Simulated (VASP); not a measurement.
# Hf3H (P-3m1) in VASP: further runs

The runs below take Hf3H through relaxation of cell and atoms, single point, with PBE.

Program: VASP 6.6.1. These are calculated values, not measurements. Logs are shortened: lines on timing, memory, paths and dates and some standing lists are left out, and cuts for length are marked.

## (1) The cell of the first run

Symmetry: P-3m1, No. 164, trigonal system. Conventional cell: a = 3.140 Å, b = 3.140 Å, c = 14.880 Å, α = 90.00°, β = 90.00°, γ = 120.00°. Within 2.5 Å of Hf (site symmetry 3m) lie 4 H at 1.86 to 1.92 Å. Within 4.0 Å of Hf (site symmetry 3m) lie 12 Hf at 3.07 to 3.14 Å. Within 4.0 Å of Hf (site symmetry 3m) lie 12 Hf at 3.07 to 3.14 Å and 1 H at 3.10 Å. Within 2.5 Å of H (site symmetry 3m) lie 4 Hf at 1.86 to 1.92 Å and 3 H at 2.20 Å.

## (2) Relaxation of cell and atoms, PBE

File INCAR:

```
PREC = Accurate
ENCUT = 600
EDIFF = 1E-6
ISMEAR = 0
SIGMA = 0.2
LREAL = False
LASPH = True
NELM = 100
ALGO = Normal
ISIF = 3
LWAVE = False
LCHARG = False
GGA = PE
IBRION = 2
NSW = 36
EDIFFG = -0.08
```

File KPOINTS:

```
regular mesh
0
Gamma
  6 6 1
```

File POSCAR:

```
Hf3H
1.0
    3.1400000000      0.0000000000      0.0000000000
   -1.5700000000      2.7193197700      0.0000000000
    0.0000000000      0.0000000000     14.8800000000
Hf H
6 2
Direct
    0.3333333300      0.6666666700      0.0833300000
    0.6666666700      0.3333333300      0.9166700000
    0.3333333300      0.6666666700      0.4166700000
    0.6666666700      0.3333333300      0.5833300000
    0.6666666700      0.3333333300      0.2500000000
    0.3333333300      0.6666666700      0.7500000000
    0.3333333300      0.6666666700      0.9583300000
    0.6666666700      0.3333333300      0.0416700000
```

Potentials or basis: VASP PAW PBE potentials, release 64 (Hf_pv, H).

On the command line:

```console
$ cat potpaw_PBE.64/Hf_pv/POTCAR potpaw_PBE.64/H/POTCAR > POTCAR
$ mpirun -np 1 vasp_std > vasp.out
```

OUTCAR:

```text
PREC = Accurate
   ENCUT = 600
   EDIFF = 1E-6
   ISMEAR = 0
   LREAL = False
   LASPH = True
   NELM = 100
   ISIF = 3
   GGA = PE
   IBRION = 2
   NSW = 36
   EDIFFG = -0.08

 ion  position               nearest neighbor table
   1  0.333  0.667  0.083-   7 1.86   8 1.92   8 1.92   8 1.92   2 3.07   2 3.07   2 3.07   5 3.07
                             5 3.07   5 3.07
   2  0.667  0.333  0.917-   8 1.86   7 1.92   7 1.92   7 1.92   1 3.07   1 3.07   1 3.07   6 3.07
                             6 3.07   6 3.07
   3  0.333  0.667  0.417-   4 3.07   4 3.07   4 3.07   5 3.07   5 3.07   5 3.07
   4  0.667  0.333  0.583-   3 3.07   3 3.07   3 3.07   6 3.07   6 3.07   6 3.07
   5  0.667  0.333  0.250-   1 3.07   3 3.07   1 3.07   3 3.07   1 3.07   3 3.07
   6  0.333  0.667  0.750-   2 3.07   4 3.07   2 3.07   4 3.07   2 3.07   4 3.07
   7  0.333  0.667  0.958-   1 1.86   2 1.92   2 1.92   2 1.92
   8  0.667  0.333  0.042-   2 1.86   1 1.92   1 1.92   1 1.92

  LATTYP: Found a hexagonal cell.
 ALAT       =     3.1400000000
 C/A-ratio  =     4.7388535032

  Lattice vectors:

 A1 = (   3.1400000000,   0.0000000000,   0.0000000000)
 A2 = (  -1.5700000000,   2.7193197700,   0.0000000000)
 A3 = (   0.0000000000,   0.0000000000,  14.8800000000)

Analysis of symmetry for initial positions (statically):
=====================================================================
 Subroutine PRICEL returns:
 Original cell was already a primitive cell.

 Routine SETGRP: Setting up the symmetry group for a
 hexagonal supercell.

 Subroutine GETGRP returns: Found 12 space group operations
 (whereof 12 operations were pure point group operations)
 out of a pool of 24 trial point group operations.

The static configuration has the point symmetry D_3d.

Analysis of symmetry for dynamics (positions and initial velocities):
=====================================================================
 Subroutine PRICEL returns:
 Original cell was already a primitive cell.

 Routine SETGRP: Setting up the symmetry group for a
 hexagonal supercell.

 Subroutine GETGRP returns: Found 12 space group operations
 (whereof 12 operations were pure point group operations)
 out of a pool of 24 trial point group operations.

The dynamic configuration has the point symmetry D_3d.

 Subroutine INISYM returns: Found 12 space group operations
 (whereof 12 operations are pure point group operations),
 and found     1 'primitive' translations

----------------------------------------------------------------------------------------

[... 90 lines left out ...]
   IBRION =      2    ionic relax: 0-MD 1-quasi-New 2-CG
   NFREE  =      1    steps in history (QN), initial steepest desc. (CG)
   ISIF   =      3    stress and relaxation
   ISYM   =      2    0-nonsym 1-usesym 2-fastsym
   POTIM  = 0.5000    time-step for ionic-motion
   TEBEG  =    0.0;   TEEND  =   0.0 temperature during run
   PSTRESS=    0.0 pullay stress
   NELECT =      62.0000    total number of electrons
   NUPDOWN=      -1.0000    fix difference up-down
   EMIN   =  10.00;   EMAX   =-10.00  energy-range for DOS
   EFERMI =   0.00;   METHOD = LEGACY
   ISMEAR =     0;   SIGMA  =   0.20  broadening in eV -4-tet -1-fermi 0-gaus
   EFERMI_NEDOS =   21; number of points for ismear=-14 and -15
   IALGO  =     38    algorithm
   IMIX   =      4    mixing-type and parameters
     AMIX     =   0.40;   BMIX     =  1.00
     AMIX_MAG =   1.60;   BMIX_MAG =  1.00
  volume/ion in A,a.u.               =      15.88       107.18
  Fermi-wavevector in a.u.,A,eV,Ry     =   1.288866  2.435604 22.601666  1.661176
  Thomas-Fermi vector in A             =   2.420794
   LORBIT       =      0    0 simple, 1 ext, 2 COOP (PROOUT), +10 PAW based schemes
   GGA     = PE    functional components
   LHFCALC =     F    Hartree Fock is set to
   AEXX    =    0.0000 exact exchange contribution
   IVDW    =     0    specifies the selected vdW correction
   LEPSILON=     F    determine dielectric tensor
   LRPA    =     F    only Hartree local field effects (RPA)
 conjugate gradient relaxation of ions
 non-spin polarized calculation
 Gauss-broadening in eV      SIGMA  =   0.20
  energy-cutoff  :      600.00
  volume of cell :      127.06
 maximum number of plane-waves:      4256
 NGX is ok and might be reduce to    28

--------------------------------------- Ionic step        1  -------------------------------------------

 number of electron      61.9999997 magnetization

 Free energy of the ion-electron system (eV)
  ---------------------------------------------------
  ext. energy  EPLUGINS =         0.00000000
  ---------------------------------------------------
  free energy    TOTEN  =       -66.23842415 eV

  energy without entropy =      -66.09076741  energy(sigma->0) =      -66.16459578

------------------------ aborting loop because EDIFF is reached ----------------------------------------

  FORCE on cell =-STRESS in cart. coord.  units (eV):
  Direction    XX          YY          ZZ          XY          YZ          ZX
  --------------------------------------------------------------------------------------
  -------------------------------------------------------------------------------------
  Total       10.3059482     10.3059482     16.4255014      0.0000000      0.0000000      0.0000000
  in kB      129.9587956    129.9587958    207.1268303      0.0000000      0.0000000      0.0000000
  external PRESSURE =     155.6814739 kB  Pullay stress =       0.0000000 kB
[... 107 lines left out ...]
  FREE ENERGIE OF THE ION-ELECTRON SYSTEM (eV)
  ---------------------------------------------------
  free  energy   TOTEN  =       -67.2219033744 eV

  energy  without entropy=      -67.0655657630  energy(sigma->0) =      -67.14373457

[... ionic steps 4 to 8 ...]

--------------------------------------- Ionic step        9  -------------------------------------------

 number of electron      62.0000004 magnetization

------------------------ aborting loop because EDIFF is reached ----------------------------------------
[... 79 lines left out ...]
--------------------------------------- Ionic step       11  -------------------------------------------

 number of electron      62.0000001 magnetization

 Free energy of the ion-electron system (eV)
  ---------------------------------------------------
  ext. energy  EPLUGINS =         0.00000000
  ---------------------------------------------------
  free energy    TOTEN  =       -67.37690188 eV

  energy without entropy =      -67.21176292  energy(sigma->0) =      -67.29433240

 E-fermi :   4.7982     XC(G=0): -11.2462

 val. band max:        4.7274932021   @ k =   0.3333   0.1667   0.0000
 cond. band min:       4.8105556355   @ k =   0.1667  -0.0000   0.0000
 fundamental gap:      0.0830624334
 Fermi energy:         4.7981767758

 k-point     1 :       0.0000    0.0000    0.0000
  band No.  band energies     occupation
      1     -26.2510      2.00000
      2     -26.0962      2.00000
      3     -26.0784      2.00000
      4     -25.7750      2.00000
      5     -25.6339      2.00000
      6     -25.6339      2.00000
[... 304 lines left out ...]
  FREE ENERGIE OF THE ION-ELECTRON SYSTEM (eV)
  ---------------------------------------------------
  free  energy   TOTEN  =       -67.3769018793 eV

  energy  without entropy=      -67.2117629219  energy(sigma->0) =      -67.29433240

 reached required accuracy - stopping structural energy minimisation
```

CONTCAR:

```text
Hf3H
   1.00000000000000
     3.2053878129301889   -0.0000000000000000   -0.0000000000000000
    -1.6026939064650945    2.7759472772189251   -0.0000000000000000
    -0.0000000000000000   -0.0000000000000001   15.7409900444742927
  Hf              H
     6     2
Direct
     0.3333333300000021    0.6666666699999979    0.0955272100083205
     0.6666666699999979    0.3333333300000021    0.9044727899916795
     0.3333333300000021    0.6666666699999979    0.4196109641714493
     0.6666666699999979    0.3333333300000021    0.5803890358285506
     0.6666666699999979    0.3333333300000021    0.2572959926150373
     0.3333333300000021    0.6666666699999979    0.7427040073849627
     0.3333333300000021    0.6666666699999979    0.9630852331016894
     0.6666666699999979    0.3333333300000021    0.0369147668983107

  0.00000000E+00  0.00000000E+00  0.00000000E+00
  0.00000000E+00  0.00000000E+00  0.00000000E+00
  0.00000000E+00  0.00000000E+00  0.00000000E+00
  0.00000000E+00  0.00000000E+00  0.00000000E+00
  0.00000000E+00  0.00000000E+00  0.00000000E+00
  0.00000000E+00  0.00000000E+00  0.00000000E+00
  0.00000000E+00  0.00000000E+00  0.00000000E+00
  0.00000000E+00  0.00000000E+00  0.00000000E+00
```

Wall time 9.6 min (1 thread of Intel Xeon Platinum 8259CL at 2.50GHz (Skylake/Cascade Lake), shared host); peak memory 0.33 GiB.

Results:

```yaml
Free_energy: -67.3769 eV
Relaxed_volume: 17.51 Å³/atom
Relaxed_cell: a = 3.205 Å, b = 3.205 Å, c = 15.741 Å, α = 90.00°, β = 90.00°, γ = 120.00°
Space_group_after_relaxing_to_0.05_Å: P-3m1 (No. 164)
Energy_gained_by_relaxing: 142.3 meV/atom
Ionic_steps: 11
Pressure_after_relaxing: -0.2 GPa
Largest_force_after_relaxing: 0.030 eV/Å
Band_gap_on_the_k_mesh: zero (band 31 reaches 5.73 eV, above the bottom of band 32 at 3.96 eV)
```

Forces in eV/Å, atoms in the order of the input:
```
Hf   0.000  0.000 -0.027
Hf   0.000  0.000  0.027
Hf   0.000  0.000  0.014
Hf   0.000  0.000 -0.014
Hf   0.000  0.000 -0.009
Hf   0.000  0.000  0.009
H    0.000  0.000 -0.030
H    0.000  0.000  0.030
```

The path:
| step | energy change (eV) | largest force (eV/Å) | pressure (GPa) | volume (Å³) |
| --- | --- | --- | --- | --- |
| 1 | 0.0000 | 3.1531 | 15.57 | 127.06 |
| 2 | -0.4398 | 0.2698 | -10.59 | 157.54 |
| 3 | -0.9835 | 0.7318 | -1.73 | 143.14 |
| 4 | -0.9840 | 0.7635 | -1.43 | 142.77 |
| 5 | -1.0599 | 0.3631 | -0.13 | 140.75 |
| 6 | -1.0851 | 0.4000 | 1.26 | 138.85 |
| 7 | -1.1157 | 0.2679 | -0.51 | 140.73 |
| 8 | -1.1172 | 0.2350 | -0.95 | 141.25 |
| 9 | -1.1356 | 0.1209 | -0.10 | 140.02 |
| 10 | -1.1372 | 0.1019 | 0.24 | 139.55 |
| 11 | -1.1385 | 0.0299 | -0.17 | 140.06 |

Final structure:
```
Hf H
1.0
     3.20539    0.00000    0.00000
    -1.60269    2.77595    0.00000
     0.00000    0.00000   15.74099
Hf H
6 2
Direct
  0.33333 0.66667 0.09553
  0.66667 0.33333 0.90447
  0.33333 0.66667 0.41961
  0.66667 0.33333 0.58039
  0.66667 0.33333 0.25730
  0.33333 0.66667 0.74270
  0.33333 0.66667 0.96309
  0.66667 0.33333 0.03691
```

Caveat: the k points lie up to 0.40 Å⁻¹ apart in the final cell; spin-orbit coupling is left out, which moves the levels of the heavy elements; the relaxation stopped at a loose force limit of 0.08 eV/Å, so its end isn't a converged minimum.

## (3) Single point, PBE

This run uses another cell than the first one: it holds 4 atoms, not 8.

File INCAR:

```
SYSTEM = Hf3H
PREC = Accurate ; ENCUT = 520
EDIFF = 1E-6 ; ISMEAR = 0
SIGMA = 0.2 ; LREAL = .FALSE.
LASPH = .TRUE. ; NELM = 80
ALGO = Normal ; ISIF = 2
LWAVE = .FALSE. ; LCHARG = .FALSE.
GGA = PE ; NBANDS = 24
```

File KPOINTS:

```
Automatic mesh
0
G
  7 7 3
  0 0 0
```

File POSCAR:

```
Hf3H
1.0
    3.1837168817      0.0000000000      0.0000000000
   -1.5918584408      2.7571796980      0.0000000000
    0.0000000000      0.0000000000      7.8351966114
Hf H
3 1
Direct
    0.6666666667      0.3333333333      0.6725722197
    0.3333333333      0.6666666667      0.3274277803
    0.0000000000      0.0000000000      0.0000000000
    0.0000000000      0.0000000000      0.5000000000
```

Potentials or basis: VASP PAW PBE potentials, release 64 (Hf_pv, H).

On the command line:

```console
$ cat potpaw_PBE.64/Hf_pv/POTCAR potpaw_PBE.64/H/POTCAR > POTCAR
$ mpirun -np 1 vasp_std > vasp.out
```

Run time: 13 s. Hardware: 1 thread of Intel Xeon 6975P-C (Granite Rapids), shared host; peak memory 0.18 GiB.

The run converged. Its results:

- Free energy: -33.5829 eV
- Pressure: -0.6 GPa
- Largest force: 0.012 eV/Å

Forces in eV/Å, atoms in the order of the input:
```
Hf   0.000  0.000  0.012
Hf   0.000  0.000 -0.012
Hf   0.000  0.000  0.000
H    0.000  0.000  0.000
```

Levels at points of the mesh, in eV from the Fermi level:
| k point | band 13 | band 14 | band 15 | band 16 | band 17 | band 18 |
| --- | --- | --- | --- | --- | --- | --- |
| (0.00, 0.00, 0.00) | -1.41 | 0.08 | 1.26 | 1.26 | 1.32 | 1.33 |

Caveat: spin-orbit coupling is left out, which moves the levels of the heavy elements.
